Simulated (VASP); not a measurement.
SnSe, 4 atoms in the cell. The typed cell holds 4 atoms: a = 4.222 Å, b = 4.222 Å, c = 6.544 Å, α = 90.00°, β = 90.00°, γ = 90.00°. 

* Program: VASP 6.6.1
* Task: single point
* Functional: PBE
* Dispersion: D3(BJ)
* Potentials or basis: VASP PAW PBE potentials, release 64 (Sn_d, Se)
* Cutoff: 520 eV
* k mesh: 8 × 8 × 6
* Occupations: gaussian, width 0.03 eV
* Spin: no spin polarisation
* Dipole correction: no
* Further INCAR settings: ALGO = Normal; EDIFF = 1e-07; NBANDS = 28

Potentials or basis: VASP PAW PBE potentials, release 64 (Sn_d, Se).

Run with:

```sh
$ cat potpaw_PBE.64/Sn_d/POTCAR potpaw_PBE.64/Se/POTCAR > POTCAR
$ mpirun -np 1 vasp_std > vasp.out
```

Hardware: 1 thread of Intel(R) Xeon(R) 6975P-C (Granite Rapids), on a shared host.

**Question.** How long does it take, and how much memory?

**Answer.** Run time: 71 s on 1 thread of Intel(R) Xeon(R) 6975P-C (Granite Rapids), on a shared host, peak memory 0.32 GiB. Counts: scf iterations 13, k points 60.
